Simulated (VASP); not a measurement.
Here is a VASP 6.6.1 calculation.

The input INCAR:

```
SYSTEM = C
PREC = Accurate
ENCUT = 520
EDIFF = 1E-6
ISMEAR = 0
SIGMA = 0.15
LREAL = .FALSE.
LASPH = .TRUE.
NELM = 100
ALGO = Normal
ISIF = 2
LWAVE = .FALSE.
LCHARG = .FALSE.
GGA = PS
IVDW = 12
NBANDS = 16
```

File KPOINTS:

```
regular mesh
0
G
  18 18 6
  0 0 0
```

POSCAR

```
C
1.0
    2.4580081300     -0.3687012195      0.0000000000
   -1.5483086875      2.3130480930      0.0000000000
    0.0000000000      0.0000000000      6.2727680850
C
4
Direct
    0.0000000000      0.0000000000      0.0025000000
    0.0000000000      0.0000000000      0.5025000000
    0.3333333333      0.6666666667      0.0025000000
    0.6666666667      0.3333333333      0.5025000000
```

Potentials or basis: VASP PAW PBE potentials, release 64 (C).

Run with:

```sh
$ cat potpaw_PBE.64/C/POTCAR > POTCAR
$ mpirun -np 1 vasp_std > vasp.out
```

(1) What does it give for the largest force?

(2) Estimate the dispersion energy per atom.

(3) Estimate the pressure.

## Answers

(1) 5.736 eV/Å.

(2) -0.099 eV.

(3) 39.1 GPa.

Caveat: the cell differs from its parent crystal (engineering shear strain xy -0.3000, normal strain along z -0.0467); the stress differs along the axes, from 2 to 61 GPa; the PAW data sets were made with another functional, which shifts forces and pressure a little.
